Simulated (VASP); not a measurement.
Runs of VASP 6.6.1 on Mg2Sn. The structure is that of space group Fm-3m (No. 225), or close to it. The cells are those of the table. 

| level | cell | gap on the mesh (eV) | pressure (GPa) |
| --- | --- | --- | --- |
| PBE | a = 4.787 Å, angles 60.0°, 3 atoms | none | (b) |
| PBE | a = 4.755 Å, angles 60.0°, 3 atoms | none | 1.8 |
| PBE | a = 4.795 Å, angles 60.0°, 3 atoms | none | 0.6 |
| PBE | a = 4.883 Å, angles 60.0°, 3 atoms | none | -1.4 |
| PBE | a = 4.802 Å, angles 60.0°, 3 atoms | none | 0.4 |
| PBE | a = 4.820 Å, angles 60.0°, 3 atoms | none | 0.0 |
| PBE+D4 | a = 4.820 Å, angles 60.0°, 3 atoms | none | -1.4 |
| PBE | a = 4.852 Å, angles 60.0°, 3 atoms | none | (a) |

Alike in all rows: task single point; potentials or basis VASP PAW PBE potentials, release 64 (Mg, Sn_d); no spin polarisation; k mesh 10 × 10 × 10; cutoff (eV) 600; smearing gaussian 0.05 eV.

Task: Estimate the missing entries.

Result: (a) -0.8; (b) 0.8.

Caveats: spin-orbit coupling is left out, which moves the levels of the heavy elements.

A k mesh can miss the band edges, and the runs leave out spin-orbit coupling on Sn.

A gap of «none» marks levels without a gap at the run's occupations.
